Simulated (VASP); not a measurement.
# Ta (P6_3/mmc) in VASP: relaxation of cell and atoms with PBE

Aim: the relaxation of cell and atoms of Ta with PBE.

Program: VASP 6.6.1. These are calculated values, not measurements. Logs are shortened: lines on timing, memory, paths and dates and some standing lists are left out, and cuts for length are marked.

## (1) The cell of the first run

Symmetry: P6_3/mmc, No. 194, hexagonal system. The conventional cell has a = 4.627 Å, b = 4.627 Å, c = 4.848 Å, α = 90.00°, β = 90.00°, γ = 120.00°. Ta (site symmetry -6m2) has 5 Ta at 2.42 to 2.67 Å within 3.2 Å. Ta (site symmetry -6m2) has 15 Ta at 2.67 to 3.61 Å within 3.7 Å.

This isn't the form of Ta at room conditions, which is bcc.

## (2) Relaxation of cell and atoms, PBE

File INCAR:

```
PREC = Accurate ; ENCUT = 600
EDIFF = 1E-6 ; ISMEAR = 0
SIGMA = 0.1 ; LREAL = False
LASPH = True ; NELM = 80
ALGO = Fast ; ISIF = 3
LWAVE = False ; LCHARG = False
GGA = PE ; IBRION = 2
NSW = 100 ; EDIFFG = -0.01
```

File KPOINTS:

```
Automatic mesh
0
Gamma
  12 12 10
```

File POSCAR:

```
Ta
1.0
    4.6270820887      0.0000000000      0.0000000000
   -2.3135410443      4.0071706342      0.0000000000
    0.0000000000      0.0000000000      4.8483752315
Ta
4
Direct
    0.0000000000      0.0000000000      0.2500000000
    0.0000000000      0.0000000000      0.7500000000
    0.3333333333      0.6666666667      0.7500000000
    0.6666666667      0.3333333333      0.2500000000
```

Potentials or basis: VASP PAW PBE potentials, release 64 (Ta_pv).

On the command line:

```
cat potpaw_PBE.64/Ta_pv/POTCAR > POTCAR
mpirun -np 1 vasp_std > vasp.out
```

OUTCAR:

```text
PREC = Accurate
   ENCUT = 600
   EDIFF = 1E-6
   ISMEAR = 0
   LREAL = False
   LASPH = True
   NELM = 80
   ISIF = 3
   GGA = PE
   IBRION = 2
   NSW = 100
   EDIFFG = -0.01

 ion  position               nearest neighbor table
   1  0.000  0.000  0.250-   2 2.42   2 2.42   4 2.67   4 2.67   4 2.67
   2  0.000  0.000  0.750-   1 2.42   1 2.42   3 2.67   3 2.67   3 2.67
   3  0.333  0.667  0.750-   2 2.67   2 2.67   2 2.67
   4  0.667  0.333  0.250-   1 2.67   1 2.67   1 2.67

  LATTYP: Found a hexagonal cell.
 ALAT       =     4.6270820887
 C/A-ratio  =     1.0478256358

  Lattice vectors:

 A1 = (   4.6270820887,   0.0000000000,   0.0000000000)
 A2 = (  -2.3135410443,   4.0071706342,   0.0000000000)
 A3 = (   0.0000000000,   0.0000000000,   4.8483752315)

Analysis of symmetry for initial positions (statically):
=====================================================================
 Subroutine PRICEL returns:
 Original cell was already a primitive cell.

 Routine SETGRP: Setting up the symmetry group for a
 hexagonal supercell.

 Subroutine GETGRP returns: Found 24 space group operations
 (whereof 12 operations were pure point group operations)
 out of a pool of 24 trial point group operations.

The static configuration has the point symmetry D_3d.
 The point group associated with its full space group is D_6h.

Analysis of symmetry for dynamics (positions and initial velocities):
=====================================================================
 Subroutine PRICEL returns:
 Original cell was already a primitive cell.

 Routine SETGRP: Setting up the symmetry group for a
 hexagonal supercell.

 Subroutine GETGRP returns: Found 24 space group operations
 (whereof 12 operations were pure point group operations)
 out of a pool of 24 trial point group operations.

The dynamic configuration has the point symmetry D_3d.
 The point group associated with its full space group is D_6h.

 Subroutine INISYM returns: Found 24 space group operations
 (whereof 12 operations are pure point group operations),
 and found     1 'primitive' translations

----------------------------------------------------------------------------------------

                                     Primitive cell

  volume of cell :      89.8962

  direct lattice vectors                    reciprocal lattice vectors
     4.627082089  0.000000000  0.000000000     0.216118924  0.124776319  0.000000000
    -2.313541044  4.007170634  0.000000000     0.000000000  0.249552637  0.000000000
     0.000000000  0.000000000  4.848375232     0.000000000  0.000000000  0.206254663

  length of vectors
     4.627082089  4.627082089  4.848375232     0.249552637  0.249552637  0.206254663

  position of ions in fractional coordinates (direct lattice)
     0.000000000  0.000000000  0.250000000
     0.000000000  0.000000000  0.750000000
     0.333333333  0.666666667  0.750000000
     0.666666667  0.333333333  0.250000000

  ion indices of the primitive-cell ions
   primitive index   ion index
                 1           1
                 2           2
                 3           3
                 4           4

----------------------------------------------------------------------------------------

 KPOINTS: Automatic mesh

Automatic generation of k-mesh.
 Grid dimensions read from file:
 generate k-points for:   12   12   10

 Generating k-lattice:

  Cartesian coordinates                     Fractional coordinates (reciprocal lattice)
     0.018009910  0.010398027  0.000000000     0.083333333  0.000000000  0.000000000
     0.000000000  0.020796053  0.000000000     0.000000000  0.083333333  0.000000000
     0.000000000  0.000000000  0.020625466     0.000000000  0.000000000  0.100000000

  Length of vectors
     0.020796053  0.020796053  0.020625466

  Shift w.r.t. Gamma in fractional coordinates (k-lattice)
     0.000000000  0.000000000  0.000000000

 Subroutine IBZKPT returns following result:
 ===========================================

 Found    114 irreducible k-points:

 Following reciprocal coordinates:
            Coordinates               Weight
  0.000000  0.000000  0.000000      1.000000
  0.083333  0.000000  0.000000      6.000000
  0.166667 -0.000000  0.000000      6.000000
  0.250000  0.000000  0.000000      6.000000
  0.333333  0.000000  0.000000      6.000000
  0.416667  0.000000  0.000000      6.000000
[... 16 lines left out ...]
  0.250000  0.000000  0.100000     12.000000
  0.333333  0.000000  0.100000     12.000000
 [... further k-points ...]
   k-points           NKPTS =    114   k-points in BZ     NKDIM =    114   number of bands    NBANDS=     26
   number of dos      NEDOS =    301   number of ions     NIONS =      4
   total plane-waves  NPLWV =  64000
   dimension x,y,z NGX =    40 NGY =   40 NGZ =   40
   dimension x,y,z NGXF=    80 NGYF=   80 NGZF=   80
   ions per type =               4
   NGX,Y,Z   is equivalent  to a cutoff of  14.37, 14.37, 13.72 a.u.
   NGXF,Y,Z  is equivalent  to a cutoff of  28.74, 28.74, 27.43 a.u.
 SYSTEM =  unknown system
   PREC   = accura    normal or accurate (medium, high low for compatibility)
   ISTART =      0    job   : 0-new  1-cont  2-samecut
   ICHARG =      2    charge: 1-file 2-atom 10-const
   ISPIN  =      1    spin polarized calculation?
   LNONCOLLINEAR =      F non collinear calculations
   LSORBIT =      F    spin-orbit coupling
   LASPH  =      T    aspherical Exc in radial PAW
   ENCUT  =  600.0 eV  44.10 Ry    6.64 a.u.   9.24  9.24  9.68*2*pi/ulx,y,z
   NELM   =     80;   NELMIN=  2; NELMDL= -5     # of ELM steps
   EDIFF  = 0.1E-05   stopping-criterion for ELM
   LREAL  =      F    real-space projection
   EDIFFG = -.1E-01   stopping-criterion for IOM
   NSW    =    100    number of steps for IOM
   IBRION =      2    ionic relax: 0-MD 1-quasi-New 2-CG
   NFREE  =      1    steps in history (QN), initial steepest desc. (CG)
   ISIF   =      3    stress and relaxation
   ISYM   =      2    0-nonsym 1-usesym 2-fastsym
   POTIM  = 0.5000    time-step for ionic-motion
   TEBEG  =    0.0;   TEEND  =   0.0 temperature during run
   PSTRESS=    0.0 pullay stress
   NELECT =      44.0000    total number of electrons
   NUPDOWN=      -1.0000    fix difference up-down
   EMIN   =  10.00;   EMAX   =-10.00  energy-range for DOS
   EFERMI =   0.00;   METHOD = LEGACY
   ISMEAR =     0;   SIGMA  =   0.10  broadening in eV -4-tet -1-fermi 0-gaus
   EFERMI_NEDOS =   21; number of points for ismear=-14 and -15
   IALGO  =     68    algorithm
   IMIX   =      4    mixing-type and parameters
     AMIX     =   0.40;   BMIX     =  1.00
     AMIX_MAG =   1.60;   BMIX_MAG =  1.00
  volume/ion in A,a.u.               =      22.47       151.66
  Fermi-wavevector in a.u.,A,eV,Ry     =   1.290165  2.438059 22.647252  1.664526
  Thomas-Fermi vector in A             =   2.422013
   LORBIT       =      0    0 simple, 1 ext, 2 COOP (PROOUT), +10 PAW based schemes
   GGA     = PE    functional components
   LHFCALC =     F    Hartree Fock is set to
   AEXX    =    0.0000 exact exchange contribution
   IVDW    =     0    specifies the selected vdW correction
   LEPSILON=     F    determine dielectric tensor
   LRPA    =     F    only Hartree local field effects (RPA)
 conjugate gradient relaxation of ions
 non-spin polarized calculation
 RMM-DIIS sequential band-by-band and
 Gauss-broadening in eV      SIGMA  =   0.10
  energy-cutoff  :      600.00
  volume of cell :       89.90
 maximum number of plane-waves:      3049
 NGX is ok and might be reduce to    40
   NGX = 19   NGY = 19   NGZ = 19

--------------------------------------- Ionic step        1  -------------------------------------------

 number of electron      44.0000003 magnetization

 Free energy of the ion-electron system (eV)
  ---------------------------------------------------
  ext. energy  EPLUGINS =         0.00000000
  ---------------------------------------------------
  free energy    TOTEN  =       -40.61341814 eV

  energy without entropy =      -40.57623367  energy(sigma->0) =      -40.59482590

------------------------ aborting loop because EDIFF is reached ----------------------------------------

  FORCE on cell =-STRESS in cart. coord.  units (eV):
  Direction    XX          YY          ZZ          XY          YZ          ZX
  --------------------------------------------------------------------------------------
  -------------------------------------------------------------------------------------
  Total       -0.2090439     -0.2090439      1.4559285     -0.0000000      0.0000000      0.0000000
  in kB       -3.7256908     -3.7256908     25.9483270     -0.0000000      0.0000000      0.0000000
  external PRESSURE =       6.1656485 kB  Pullay stress =       0.0000000 kB
[... 137 lines left out ...]
  energy  without entropy=      -40.5834367454  energy(sigma->0) =      -40.60265396

--------------------------------------- Ionic step        5  -------------------------------------------

 number of electron      44.0000005 magnetization

 Free energy of the ion-electron system (eV)
  ---------------------------------------------------
  ext. energy  EPLUGINS =         0.00000000
  ---------------------------------------------------
  free energy    TOTEN  =       -40.62233115 eV

  energy without entropy =      -40.58366907  energy(sigma->0) =      -40.60300011

 E-fermi :   3.7774     XC(G=0): -11.2635

 val. band max:        3.7773435887   @ k =   0.3333   0.2500   0.4000
 cond. band min:       3.7800158076   @ k =   0.3333   0.0000   0.0000
 fundamental gap:      0.0026722189
 Fermi energy:         3.7774280989

 k-point     1 :       0.0000    0.0000    0.0000
  band No.  band energies     occupation
      1     -31.3140      2.00000
      2     -30.8586      2.00000
      3     -30.8501      2.00000
      4     -30.8176      2.00000
      5     -30.8176      2.00000
      6     -30.7699      2.00000
[... 685 lines left out ...]
     25       4.7996      0.00000
     26       5.6507      0.00000

 [... further k-points ...]
[... 5 lines left out ...]
  --------------------------------------------------------------------------------------
  -------------------------------------------------------------------------------------
  Total       -0.0050509     -0.0050509     -0.0071254     -0.0000000     -0.0000000      0.0000000
  in kB       -0.0895876     -0.0895876     -0.1263814     -0.0000000     -0.0000000      0.0000000
  external PRESSURE =      -0.1018522 kB  Pullay stress =       0.0000000 kB
[... 19 lines left out ...]
  FREE ENERGIE OF THE ION-ELECTRON SYSTEM (eV)
  ---------------------------------------------------
  free  energy   TOTEN  =       -40.6223311474 eV

  energy  without entropy=      -40.5836690706  energy(sigma->0) =      -40.60300011

 reached required accuracy - stopping structural energy minimisation
```

Run time: 20 min. Hardware: 1 thread of Intel Xeon Platinum 8259CL at 2.50GHz (Skylake/Cascade Lake), shared host; peak memory 0.43 GiB.

What came out:

```yaml
Free_energy: -40.6223 eV
Relaxed_volume: 22.58 Å³/atom
Relaxed_cell: a = 4.612 Å, b = 4.612 Å, c = 4.904 Å, α = 90.00°, β = 90.00°, γ = 120.00°
Space_group_after_relaxing_to_0.1_Å: P6_3/mmc (No. 194)
Energy_gained_by_relaxing: 2.2 meV/atom
Ionic_steps: 5
Pressure_after_relaxing: 0.0 GPa
Band_gap_on_the_k_mesh: zero (bands 22 and 23 overlap by 0.83 eV)
```

Step by step:
| step | energy change (eV) | largest force (eV/Å) | pressure (GPa) | volume (Å³) |
| --- | --- | --- | --- | --- |
| 1 | 0.0000 | 0.0000 | 0.62 | 89.90 |
| 2 | -0.0060 | 0.0000 | -0.88 | 91.01 |
| 3 | -0.0085 | 0.0000 | -0.38 | 90.62 |
| 4 | -0.0085 | 0.0000 | 0.38 | 90.04 |
| 5 | -0.0089 | 0.0000 | -0.01 | 90.33 |

Final structure:
```cif
data_structure
_symmetry_space_group_name_H-M 'P 1'
_symmetry_Int_Tables_number 1
_cell_length_a 4.6119
_cell_length_b 4.6119
_cell_length_c 4.9040
_cell_angle_alpha 90.000
_cell_angle_beta 90.000
_cell_angle_gamma 120.000
_cell_volume 90.33
loop_
_atom_site_label
_atom_site_type_symbol
_atom_site_fract_x
_atom_site_fract_y
_atom_site_fract_z
_atom_site_occupancy
Ta1 Ta 0.00000 0.00000 0.25000 1
Ta2 Ta 0.00000 0.00000 0.75000 1
Ta3 Ta 0.33333 0.66667 0.75000 1
Ta4 Ta 0.66667 0.33333 0.25000 1
```

Caveat: spin-orbit coupling is left out, which moves the levels of the heavy elements.
